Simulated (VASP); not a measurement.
# W (I4/mmm) in VASP: notebook

The runs below take W through single point, with PBE.

All numbers are computed with VASP 6.6.1; they aren't measurements. Logs are shortened: lines on timing, memory, paths and dates and some standing lists are left out, and cuts for length are marked.

### 1 The cell of the first run

It takes space group I4/mmm (No. 139, tetragonal). Conventional cell: a = 3.675 Å, b = 3.675 Å, c = 2.389 Å, α = 90.00°, β = 90.00°, γ = 90.00°. Within 3.2 Å of W (site symmetry 4/mmm) lie 10 W at 2.39 to 2.86 Å.

### 2 Single point, PBE

The input, INCAR:

```
ALGO = Normal
EDIFF = 1E-6
ENCUT = 500
GGA = PE
GGA_COMPAT = F
ISIF = 2
ISMEAR = 0
LASPH = T
LCHARG = F
LREAL = F
LWAVE = F
NBANDS = 13
NELM = 120
PREC = Accurate
SIGMA = 0.15
```

The input, KPOINTS:

```
k-points
0
Gamma
  30 30 30
```

The input, POSCAR:

```
W
1.0
   -1.8375749982      1.8375749982      1.1944237488
    1.8375749982     -1.8375749982      1.1944237488
    1.8375749982      1.8375749982     -1.1944237488
W
1
Direct
    0.0000000000      0.0000000000      0.0000000000
```

Potentials or basis: VASP PAW PBE potentials, release 64 (W_sv).

Command:

```console
$ cat potpaw_PBE.64/W_sv/POTCAR > POTCAR
$ mpirun -np 1 vasp_std > vasp.out
```

OUTCAR:

```text
EDIFF = 1E-6
   ENCUT = 500
   GGA = PE
   ISIF = 2
   ISMEAR = 0
   LASPH = T
   LREAL = F
   NELM = 120
   PREC = Accurate

 ion  position               nearest neighbor table
   1  0.000  0.000  0.000-

  LATTYP: Found a body centered tetragonal cell.
 ALAT       =     3.6751499964
 C/A-ratio  =     0.6500000000

  Lattice vectors:

 A1 = (  -1.8375749982,   1.8375749982,   1.1944237488)
 A2 = (   1.8375749982,  -1.8375749982,   1.1944237488)
 A3 = (   1.8375749982,   1.8375749982,  -1.1944237488)

Analysis of symmetry for initial positions (statically):
=====================================================================
 Subroutine PRICEL returns:
 Original cell was already a primitive cell.

 Routine SETGRP: Setting up the symmetry group for a
 body centered tetragonal supercell.

 Subroutine GETGRP returns: Found 16 space group operations
 (whereof 16 operations were pure point group operations)
 out of a pool of 16 trial point group operations.

The static configuration has the point symmetry D_4h.

Analysis of symmetry for dynamics (positions and initial velocities):
=====================================================================
 Subroutine PRICEL returns:
 Original cell was already a primitive cell.

 Routine SETGRP: Setting up the symmetry group for a
 body centered tetragonal supercell.

 Subroutine GETGRP returns: Found 16 space group operations
 (whereof 16 operations were pure point group operations)
 out of a pool of 16 trial point group operations.

The dynamic configuration has the point symmetry D_4h.

 Subroutine INISYM returns: Found 16 space group operations
 (whereof 16 operations are pure point group operations),
 and found     1 'primitive' translations

----------------------------------------------------------------------------------------

                                     Primitive cell

  volume of cell :      16.1328

  direct lattice vectors                    reciprocal lattice vectors
    -1.837574998  1.837574998  1.194423749     0.000000000  0.272097738  0.418611904
     1.837574998 -1.837574998  1.194423749     0.272097738  0.000000000  0.418611904
     1.837574998  1.837574998 -1.194423749     0.272097738  0.272097738  0.000000000

  length of vectors
     2.860071999  2.860071999  2.860071999     0.499272576  0.499272576  0.384804311

  position of ions in fractional coordinates (direct lattice)
     0.000000000  0.000000000  0.000000000

  ion indices of the primitive-cell ions
   primitive index   ion index
[... 82 lines left out ...]
   TEBEG  =    0.0;   TEEND  =   0.0 temperature during run
   PSTRESS=    0.0 pullay stress
   NELECT =      14.0000    total number of electrons
   NUPDOWN=      -1.0000    fix difference up-down
   EMIN   =  10.00;   EMAX   =-10.00  energy-range for DOS
   EFERMI =   0.00;   METHOD = LEGACY
   ISMEAR =     0;   SIGMA  =   0.15  broadening in eV -4-tet -1-fermi 0-gaus
   EFERMI_NEDOS =   21; number of points for ismear=-14 and -15
   IALGO  =     38    algorithm
   IMIX   =      4    mixing-type and parameters
     AMIX     =   0.40;   BMIX     =  1.00
     AMIX_MAG =   1.60;   BMIX_MAG =  1.00
  volume/ion in A,a.u.               =      16.13       108.87
  Fermi-wavevector in a.u.,A,eV,Ry     =   1.561522  2.950848 33.175760  2.438350
  Thomas-Fermi vector in A             =   2.664575
   LORBIT       =      0    0 simple, 1 ext, 2 COOP (PROOUT), +10 PAW based schemes
   GGA     = PE    functional components
   LHFCALC =     F    Hartree Fock is set to
   AEXX    =    0.0000 exact exchange contribution
   IVDW    =     0    specifies the selected vdW correction
   LEPSILON=     F    determine dielectric tensor
   LRPA    =     F    only Hartree local field effects (RPA)
 non-spin polarized calculation
 Gauss-broadening in eV      SIGMA  =   0.15
  energy-cutoff  :      500.00
  volume of cell :       16.13
 maximum number of plane-waves:       426
 NGX is ok and might be reduce to    24
   NGX = 11   NGY = 11   NGZ = 11

 number of electron      13.9999999 magnetization

 Free energy of the ion-electron system (eV)
  ---------------------------------------------------
  ext. energy  EPLUGINS =         0.00000000
  ---------------------------------------------------
  free energy    TOTEN  =       -11.82287276 eV

  energy without entropy =      -11.81298323  energy(sigma->0) =      -11.81792799

 E-fermi :  11.3144     XC(G=0): -13.4305

 val. band max:       11.3132941918   @ k =  -0.2333   0.4000   0.1667
 cond. band min:      11.3148179323   @ k =   0.3000   0.2667   0.0333
 fundamental gap:      0.0015237405
 Fermi energy:        11.3144162116

 k-point     1 :       0.0000    0.0000    0.0000
  band No.  band energies     occupation
      1     -62.9590      2.00000
      2     -26.7801      2.00000
      3     -26.7801      2.00000
      4     -25.5525      2.00000
      5       1.7874      2.00000
      6       7.1504      2.00000
      7       8.1098      2.00000
      8      14.3263      0.00000
      9      14.3263      0.00000
     10      14.9520      0.00000
     11      24.1288      0.00000
     12      24.1288      0.00000
     13      33.6520      0.00000
[... 354 lines left out ...]
  band No.  band energies     occupation
      1     -62.7285      2.00000
      2     -27.5764      2.00000
      3     -26.8130      2.00000
      4     -26.7591      2.00000
      5       5.1933      2.00000
      6       7.6622      2.00000
      7      10.1741      2.00000
      8      12.0802      0.00000
      9      13.5186      0.00000
     10      14.3321      0.00000
     11      24.0905      0.00000
     12      28.9707      0.00000
     13      30.7130      0.00000

 [... further k-points ...]

------------------------ aborting loop because EDIFF is reached ----------------------------------------

  FORCE on cell =-STRESS in cart. coord.  units (eV):
  Direction    XX          YY          ZZ          XY          YZ          ZX
  --------------------------------------------------------------------------------------
  -------------------------------------------------------------------------------------
  Total       -0.2114804     -0.2114804      9.4269555      0.0000000      0.0000000     -0.0000000
  in kB      -21.0025599    -21.0025599    936.2104202      0.0000000      0.0000000     -0.0000000
  external PRESSURE =     298.0684335 kB  Pullay stress =       0.0000000 kB

 VOLUME and BASIS-vectors are now :
 -----------------------------------------------------------------------------
  energy-cutoff  :      500.00
  volume of cell :       16.13
      direct lattice vectors                 reciprocal lattice vectors
    -1.837574998  1.837574998  1.194423749     0.000000000  0.272097738  0.418611904
     1.837574998 -1.837574998  1.194423749     0.272097738  0.000000000  0.418611904
     1.837574998  1.837574998 -1.194423749     0.272097738  0.272097738  0.000000000

 POSITION                                       TOTAL-FORCE (eV/Angst)
 -----------------------------------------------------------------------------------
      0.00000      0.00000      0.00000         0.000000     -0.000000      0.000000
 -----------------------------------------------------------------------------------
    total drift:                               -0.000000     -0.000000     -0.000000

  FREE ENERGIE OF THE ION-ELECTRON SYSTEM (eV)
  ---------------------------------------------------
  free  energy   TOTEN  =       -11.8228727607 eV

  energy  without entropy=      -11.8129832255  energy(sigma->0) =      -11.81792799
```

OSZICAR:

```text
N       E                     dE             d eps       ncg     rms          rms(c)
DAV:   1     0.853462147579E+02    0.85346E+02   -0.73235E+03 52183   0.119E+03
DAV:   2    -0.106396776871E+02   -0.95986E+02   -0.91998E+02 57822   0.311E+02
DAV:   3    -0.123088455592E+02   -0.16692E+01   -0.16621E+01 58207   0.401E+01
DAV:   4    -0.123160582091E+02   -0.72126E-02   -0.72125E-02 56702   0.291E+00
DAV:   5    -0.123161220037E+02   -0.63795E-04   -0.63793E-04 58852   0.259E-01    0.223E+01
DAV:   6    -0.119385321554E+02    0.37759E+00   -0.28841E-01 53972   0.707E+00    0.100E+01
DAV:   7    -0.118255743593E+02    0.11296E+00   -0.19449E-01 57637   0.546E+00    0.501E-01
DAV:   8    -0.118228879580E+02    0.26864E-02   -0.60037E-03 53827   0.952E-01    0.853E-02
DAV:   9    -0.118228721917E+02    0.15766E-04   -0.89188E-05 61124   0.115E-01    0.590E-02
DAV:  10    -0.118228741427E+02   -0.19510E-05   -0.17764E-05 55812   0.464E-02    0.133E-02
DAV:  11    -0.118228729348E+02    0.12079E-05   -0.91458E-07 35728   0.119E-02    0.184E-03
DAV:  12    -0.118228727607E+02    0.17404E-06   -0.12973E-07 26481   0.482E-03
   1 F= -.11822873E+02 E0= -.11817928E+02  d E =-.988954E-02
```

stdout:

```text
POSCAR found type information on POSCAR W
 POSCAR found :  1 types and       1 ions
 scaLAPACK will be used
 LDA part: xc-table for (Slater+PW92), standard interpolation
 POSCAR, INCAR and KPOINTS ok, starting setup
 FFT: planning ... GRIDC
 FFT: planning ... GRID_SOFT
 FFT: planning ... GRID
 WAVECAR not read
 entering main loop
```

It took 3.2 min on 1 thread of AMD EPYC 9R45 (Zen 5), shared host; peak memory 0.43 GiB.

What came out:

```yaml
Free_energy: -11.8229 eV
Pressure: 29.8 GPa
Band_gap_on_the_k_mesh: zero (bands 7 and 8 overlap by 6.38 eV)
```

Caveat: the cell stands under pressure; spin-orbit coupling is left out, which moves the levels of the heavy elements.

(Continued in part 2 of 3.)
